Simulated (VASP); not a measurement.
# Cu2BrCl (R-3m) in VASP: notebook

Cu2BrCl is run at these levels: PBE, r2SCAN; tasks: single point.

Program: VASP 6.6.1. These are calculated values, not measurements. Logs are shortened: lines on timing, memory, paths and dates and some standing lists are left out, and cuts for length are marked.

## (1) The cell of the first run

The structure is trigonal, space group R-3m (No. 166). Conventional cell: a = 3.711 Å, b = 3.711 Å, c = 18.143 Å, α = 90.00°, β = 90.00°, γ = 120.00°. Cu (site symmetry 3m) has 3 Cl at 2.61 Å and 3 Br at 2.64 Å within 3.4 Å. Br (site symmetry -3m) has 6 Cu at 2.64 Å within 3.5 Å. Within 3.4 Å of Cl (site symmetry -3m) lie 6 Cu at 2.61 Å.

## (2) Single point, PBE

File INCAR:

```
PREC = Accurate ; ENCUT = 600
EDIFF = 1E-6 ; ISMEAR = 0
SIGMA = 0.01 ; LREAL = False
LASPH = True ; NELM = 120
ALGO = Normal ; ISIF = 2
LWAVE = False ; LCHARG = True
GGA = PE ; LELF = True
LVHAR = True ; NBANDS = 26
GGA_COMPAT = False
```

File KPOINTS:

```
regular mesh
0
Gamma
  4 4 4
```

File POSCAR:

```
Cu2BrCl
1.0
    1.8555100000      1.0712790000      6.0475090000
   -1.8555100000      1.0712790000      6.0475090000
    0.0000000000     -2.1425580000      6.0475090000
Cu Br Cl
2 1 1
Direct
    0.2483970000      0.2483970000      0.2483970000
    0.7516030000      0.7516030000      0.7516030000
    0.0000000000      0.0000000000      0.0000000000
    0.5000000000      0.5000000000      0.5000000000
```

Potentials or basis: VASP PAW PBE potentials, release 64 (Cu, Br, Cl).

The run is started by

```console
> cat potpaw_PBE.64/Cu/POTCAR potpaw_PBE.64/Br/POTCAR potpaw_PBE.64/Cl/POTCAR > POTCAR
> mpirun -np 1 vasp_std > vasp.out
```

OUTCAR:

```text
PREC = Accurate
   ENCUT = 600
   EDIFF = 1E-6
   ISMEAR = 0
   LREAL = False
   LASPH = True
   NELM = 120
   ISIF = 2
   GGA = PE

 ion  position               nearest neighbor table
   1  0.248  0.248  0.248-   4 2.61   4 2.61   4 2.61   3 2.64   3 2.64   3 2.64
   2  0.752  0.752  0.752-   4 2.61   4 2.61   4 2.61   3 2.64   3 2.64   3 2.64
   3  0.000  0.000  0.000-   2 2.64   1 2.64   2 2.64   2 2.64   1 2.64   1 2.64
   4  0.500  0.500  0.500-   1 2.61   2 2.61   1 2.61   1 2.61   2 2.61   2 2.61

  LATTYP: Found a trigonal (rhomboedric) cell.
 ALAT       =     6.4158336295
 COS(alpha) =     0.8327175398

  Lattice vectors:

 A1 = (   1.8555100000,   1.0712790000,   6.0475090000)
 A2 = (  -1.8555100000,   1.0712790000,   6.0475090000)
 A3 = (   0.0000000000,  -2.1425580000,   6.0475090000)

Analysis of symmetry for initial positions (statically):
=====================================================================
 Subroutine PRICEL returns:
 Original cell was already a primitive cell.

 Routine SETGRP: Setting up the symmetry group for a
 trigonal (rhombohedral) supercell.

 Subroutine GETGRP returns: Found 12 space group operations
 (whereof 12 operations were pure point group operations)
 out of a pool of 12 trial point group operations.

The static configuration has the point symmetry D_3d.

Analysis of symmetry for dynamics (positions and initial velocities):
=====================================================================
 Subroutine PRICEL returns:
 Original cell was already a primitive cell.

 Routine SETGRP: Setting up the symmetry group for a
 trigonal (rhombohedral) supercell.

 Subroutine GETGRP returns: Found 12 space group operations
 (whereof 12 operations were pure point group operations)
 out of a pool of 12 trial point group operations.

The dynamic configuration has the point symmetry D_3d.

 Subroutine INISYM returns: Found 12 space group operations
 (whereof 12 operations are pure point group operations),
 and found     1 'primitive' translations

----------------------------------------------------------------------------------------

                                     Primitive cell

  volume of cell :      72.1263

  direct lattice vectors                    reciprocal lattice vectors
     1.855510000  1.071279000  6.047509000     0.269467694  0.155577274  0.055119113
    -1.855510000  1.071279000  6.047509000    -0.269467694  0.155577274  0.055119113
     0.000000000 -2.142558000  6.047509000     0.000000000 -0.311154548  0.055119113

  length of vectors
     6.415833629  6.415833629  6.415833530     0.315998802  0.315998802  0.315998844

  position of ions in fractional coordinates (direct lattice)
     0.248397000  0.248397000  0.248397000
     0.751603000  0.751603000  0.751603000
     0.000000000  0.000000000  0.000000000
     0.500000000  0.500000000  0.500000000

  ion indices of the primitive-cell ions
   primitive index   ion index
                 1           1
                 2           2
                 3           3
                 4           4

----------------------------------------------------------------------------------------

 KPOINTS: regular mesh

Automatic generation of k-mesh.
 Grid dimensions read from file:
 generate k-points for:    4    4    4

 Generating k-lattice:

  Cartesian coordinates                     Fractional coordinates (reciprocal lattice)
     0.067366923  0.038894319  0.013779778     0.250000000 -0.000000000  0.000000000
    -0.067366923  0.038894319  0.013779778    -0.000000000  0.250000000  0.000000000
     0.000000000 -0.077788637  0.013779778     0.000000000  0.000000000  0.250000000

  Length of vectors
     0.078999700  0.078999700  0.078999711

  Shift w.r.t. Gamma in fractional coordinates (k-lattice)
     0.000000000  0.000000000  0.000000000

 Subroutine IBZKPT returns following result:
 ===========================================

 Found     13 irreducible k-points:

 Following reciprocal coordinates:
            Coordinates               Weight
  0.000000  0.000000  0.000000      1.000000
  0.250000  0.000000  0.000000      6.000000
  0.500000  0.000000  0.000000      3.000000
  0.250000  0.250000  0.000000      6.000000
  0.500000  0.250000 -0.000000     12.000000
 -0.250000  0.250000  0.000000      6.000000
  0.500000  0.500000  0.000000      3.000000
  0.250000  0.250000  0.250000      2.000000
  0.500000  0.250000  0.250000      6.000000
 -0.250000  0.250000  0.250000      6.000000
  0.500000  0.500000  0.250000      6.000000
 -0.250000  0.500000  0.250000      6.000000
  0.500000  0.500000  0.500000      1.000000
   k-points           NKPTS =     13   k-points in BZ     NKDIM =     13   number of bands    NBANDS=     26
   number of dos      NEDOS =    301   number of ions     NIONS =      4
   total plane-waves  NPLWV = 157464
   dimension x,y,z NGX =    54 NGY =   54 NGZ =   54
   dimension x,y,z NGXF=   108 NGYF=  108 NGZF=  108
   ions per type =               2   1   1
   NGX,Y,Z   is equivalent  to a cutoff of  13.99, 13.99, 13.99 a.u.
   NGXF,Y,Z  is equivalent  to a cutoff of  27.98, 27.98, 27.98 a.u.
 SYSTEM =  unknown system
   PREC   = accura    normal or accurate (medium, high low for compatibility)
   ISTART =      0    job   : 0-new  1-cont  2-samecut
   ICHARG =      2    charge: 1-file 2-atom 10-const
   ISPIN  =      1    spin polarized calculation?
   LNONCOLLINEAR =      F non collinear calculations
   LSORBIT =      F    spin-orbit coupling
   LASPH  =      T    aspherical Exc in radial PAW
   ENCUT  =  600.0 eV  44.10 Ry    6.64 a.u.  12.81 12.81 12.81*2*pi/ulx,y,z
   NELM   =    120;   NELMIN=  2; NELMDL= -5     # of ELM steps
   EDIFF  = 0.1E-05   stopping-criterion for ELM
   LREAL  =      F    real-space projection
   EDIFFG = 0.1E-04   stopping-criterion for IOM
   NSW    =      0    number of steps for IOM
   IBRION =     -1    ionic relax: 0-MD 1-quasi-New 2-CG
   NFREE  =      0    steps in history (QN), initial steepest desc. (CG)
   ISIF   =      2    stress and relaxation
   ISYM   =      2    0-nonsym 1-usesym 2-fastsym
   POTIM  = 0.5000    time-step for ionic-motion
   TEBEG  =    0.0;   TEEND  =   0.0 temperature during run
   PSTRESS=    0.0 pullay stress
   NELECT =      36.0000    total number of electrons
   NUPDOWN=      -1.0000    fix difference up-down
   EMIN   =  10.00;   EMAX   =-10.00  energy-range for DOS
   EFERMI =   0.00;   METHOD = LEGACY
   ISMEAR =     0;   SIGMA  =   0.01  broadening in eV -4-tet -1-fermi 0-gaus
   EFERMI_NEDOS =   21; number of points for ismear=-14 and -15
   IALGO  =     38    algorithm
   IMIX   =      4    mixing-type and parameters
     AMIX     =   0.40;   BMIX     =  1.00
     AMIX_MAG =   1.60;   BMIX_MAG =  1.00
  volume/ion in A,a.u.               =      18.03       121.68
  Fermi-wavevector in a.u.,A,eV,Ry     =   1.298607  2.454012 22.944599  1.686380
  Thomas-Fermi vector in A             =   2.429925
   LORBIT       =      0    0 simple, 1 ext, 2 COOP (PROOUT), +10 PAW based schemes
   GGA     = PE    functional components
   LHFCALC =     F    Hartree Fock is set to
   AEXX    =    0.0000 exact exchange contribution
   IVDW    =     0    specifies the selected vdW correction
   LEPSILON=     F    determine dielectric tensor
   LRPA    =     F    only Hartree local field effects (RPA)
 non-spin polarized calculation
 Gauss-broadening in eV      SIGMA  =   0.01
  energy-cutoff  :      600.00
  volume of cell :       72.13
 maximum number of plane-waves:      2437
 NGX is ok and might be reduce to    54
   NGX = 25   NGY = 25   NGZ = 25

 number of electron      36.0000008 magnetization

 Free energy of the ion-electron system (eV)
  ---------------------------------------------------
  ext. energy  EPLUGINS =         0.00000000
  ---------------------------------------------------
  free energy    TOTEN  =       -11.44177478 eV

  energy without entropy =      -11.44177478  energy(sigma->0) =      -11.44177478

 E-fermi :   5.2494     XC(G=0): -10.3793

 val. band max:        5.1539214130   @ k =   0.0000   0.0000   0.0000
 cond. band min:       5.3422192000   @ k =   0.0000   0.0000   0.0000
 fundamental gap:      0.1882977870
 Fermi energy:         5.2494432596

 k-point     1 :       0.0000    0.0000    0.0000
  band No.  band energies     occupation
      1     -11.8003      2.00000
      2     -11.0254      2.00000
      3      -1.9798      2.00000
      4       0.6624      2.00000
      5       0.6624      2.00000
      6       1.9498      2.00000
[... 18 lines left out ...]
     25      14.2661      0.00000
     26      14.2940      0.00000

 k-point     2 :       0.2500    0.0000    0.0000
  band No.  band energies     occupation
      1     -11.4787      2.00000
      2     -10.9133      2.00000
      3      -1.3113      2.00000
      4      -0.2565      2.00000
      5      -0.0296      2.00000
      6       0.5857      2.00000
[... 18 lines left out ...]
     25      12.8166      0.00000
     26      13.6030      0.00000

 k-point     3 :       0.5000    0.0000    0.0000
  band No.  band energies     occupation
      1     -11.0757      2.00000
      2     -10.8314      2.00000
      3      -1.2798      2.00000
      4      -1.2479      2.00000
      5       0.0135      2.00000
      6       0.2342      2.00000
[... 18 lines left out ...]
     25      13.2435      0.00000
     26      13.4385      0.00000

 k-point     4 :       0.2500    0.2500    0.0000
  band No.  band energies     occupation
      1     -11.4560      2.00000
      2     -10.9403      2.00000
      3      -1.2617      2.00000
      4      -0.4671      2.00000
      5       0.1389      2.00000
      6       0.6228      2.00000
[... 18 lines left out ...]
     25      12.8563      0.00000
     26      13.2355      0.00000

 k-point     5 :       0.5000    0.2500   -0.0000
  band No.  band energies     occupation
      1     -11.0995      2.00000
      2     -10.8071      2.00000
      3      -1.2687      2.00000
      4      -0.9500      2.00000
      5      -0.2432      2.00000
      6       0.2887      2.00000
[... 18 lines left out ...]
     25      12.9048      0.00000
     26      13.4491      0.00000

 k-point     6 :      -0.2500    0.2500    0.0000
  band No.  band energies     occupation
      1     -11.1201      2.00000
      2     -10.7859      2.00000
      3      -1.1802      2.00000
      4      -0.4462      2.00000
      5      -0.4358      2.00000
      6      -0.1215      2.00000
[... 18 lines left out ...]
     25      12.5232      0.00000
     26      12.5300      0.00000

 k-point     7 :       0.5000    0.5000    0.0000
  band No.  band energies     occupation
      1     -11.0950      2.00000
      2     -10.8037      2.00000
      3      -1.9877      2.00000
      4      -1.1687      2.00000
      5       0.5145      2.00000
      6       0.6366      2.00000
[... 18 lines left out ...]
     25      14.6018      0.00000
     26      16.2767      0.00000

 k-point     8 :       0.2500    0.2500    0.2500
  band No.  band energies     occupation
      1     -11.7027      2.00000
      2     -11.1525      2.00000
      3      -1.5624      2.00000
      4       0.7600      2.00000
      5       0.7600      2.00000
      6       1.0124      2.00000
[... 18 lines left out ...]
     25      14.0067      0.00000
     26      14.0067      0.00000

 k-point     9 :       0.5000    0.2500    0.2500
  band No.  band energies     occupation
      1     -11.3664      2.00000
      2     -11.0448      2.00000
      3      -1.1822      2.00000
      4      -0.4411      2.00000
      5       0.2131      2.00000
      6       0.6532      2.00000
[... 18 lines left out ...]
     25      12.2224      0.00000
     26      14.3836      0.00000

 k-point    10 :      -0.2500    0.2500    0.2500
  band No.  band energies     occupation
      1     -11.0858      2.00000
      2     -10.8171      2.00000
      3      -1.7727      2.00000
      4      -1.0827      2.00000
      5       0.2866      2.00000
      6       0.5137      2.00000
[... 18 lines left out ...]
     25      13.8966      0.00000
     26      15.1585      0.00000

 k-point    11 :       0.5000    0.5000    0.2500
  band No.  band energies     occupation
      1     -11.3198      2.00000
      2     -11.0956      2.00000
      3      -0.9616      2.00000
      4      -0.8616      2.00000
      5       0.7051      2.00000
      6       0.7238      2.00000
[... 18 lines left out ...]
     25      12.3973      0.00000
     26      14.1295      0.00000

 k-point    12 :      -0.2500    0.5000    0.2500
  band No.  band energies     occupation
      1     -11.0753      2.00000
      2     -10.8318      2.00000
      3      -1.2708      2.00000
      4      -1.2604      2.00000
      5      -0.0059      2.00000
      6       0.2450      2.00000
[... 18 lines left out ...]
     25      13.2822      0.00000
     26      13.4219      0.00000

 k-point    13 :       0.5000    0.5000    0.5000
  band No.  band energies     occupation
      1     -11.4939      2.00000
      2     -11.3902      2.00000
      3      -0.4537      2.00000
      4      -0.4440      2.00000
      5       0.9108      2.00000
      6       0.9108      2.00000
[... 18 lines left out ...]
     25      12.6592      0.00000
     26      12.6592      0.00000

------------------------ aborting loop because EDIFF is reached ----------------------------------------

  FORCE on cell =-STRESS in cart. coord.  units (eV):
  Direction    XX          YY          ZZ          XY          YZ          ZX
  --------------------------------------------------------------------------------------
  -------------------------------------------------------------------------------------
  Total        0.6394443      0.6394441      0.4651870      0.0000000      0.0000000      0.0000000
  in kB       14.2042943     14.2042891     10.3334299      0.0000000      0.0000000      0.0000000
  external PRESSURE =      12.9140044 kB  Pullay stress =       0.0000000 kB

 VOLUME and BASIS-vectors are now :
 -----------------------------------------------------------------------------
  energy-cutoff  :      600.00
  volume of cell :       72.13
      direct lattice vectors                 reciprocal lattice vectors
     1.855510000  1.071279000  6.047509000     0.269467694  0.155577274  0.055119113
    -1.855510000  1.071279000  6.047509000    -0.269467694  0.155577274  0.055119113
     0.000000000 -2.142558000  6.047509000     0.000000000 -0.311154548  0.055119113

 POSITION                                       TOTAL-FORCE (eV/Angst)
 -----------------------------------------------------------------------------------
      0.00000      0.00000      4.50655         0.000000     -0.000000     -0.115805
      0.00000      0.00000     13.63598         0.000000     -0.000000      0.115805
      0.00000      0.00000      0.00000         0.000000      0.000000      0.000000
      0.00000      0.00000      9.07126        -0.000000      0.000000      0.000000
 -----------------------------------------------------------------------------------
    total drift:                               -0.000000     -0.000000      0.000000

  FREE ENERGIE OF THE ION-ELECTRON SYSTEM (eV)
  ---------------------------------------------------
  free  energy   TOTEN  =       -11.4417747808 eV

  energy  without entropy=      -11.4417747808  energy(sigma->0) =      -11.44177478
```

Run time: 1.7 min. Hardware: 1 thread of Intel Xeon Platinum 8375C at 2.90GHz (Ice Lake), shared host; peak memory 0.39 GiB.

Results:

| Quantity | Value |
| --- | --- |
| Free energy | -11.4418 eV |
| Pressure | 1.3 GPa |
| Largest force | 0.116 eV/Å |
| Band gap on the k mesh | 0.19 eV |

Forces in eV/Å, atoms in the order of the input:
```
Cu   0.000  0.000 -0.116
Cu   0.000  0.000  0.116
Br   0.000  0.000  0.000
Cl   0.000  0.000  0.000
```

Levels at points of the mesh, in eV from the valence-band top:
```tsv
k point	band 16	band 17	band 18	band 19	band 20	band 21
(0.00, 0.00, 0.00)	-1.23	0.00	0.00	0.19	3.00	5.87
(0.50, 0.00, 0.00)	-0.85	-0.76	-0.74	2.26	2.72	5.42
(0.50, 0.50, 0.00)	-1.14	-0.04	-0.02	0.44	2.98	5.85
(0.50, 0.50, 0.50)	-0.86	-0.55	-0.55	2.49	2.51	6.36
```

Caveat: the k points lie up to 0.50 Å⁻¹ apart; semilocal functionals underestimate gaps, and a narrow one can read as zero.

[end of part 1 of 2]
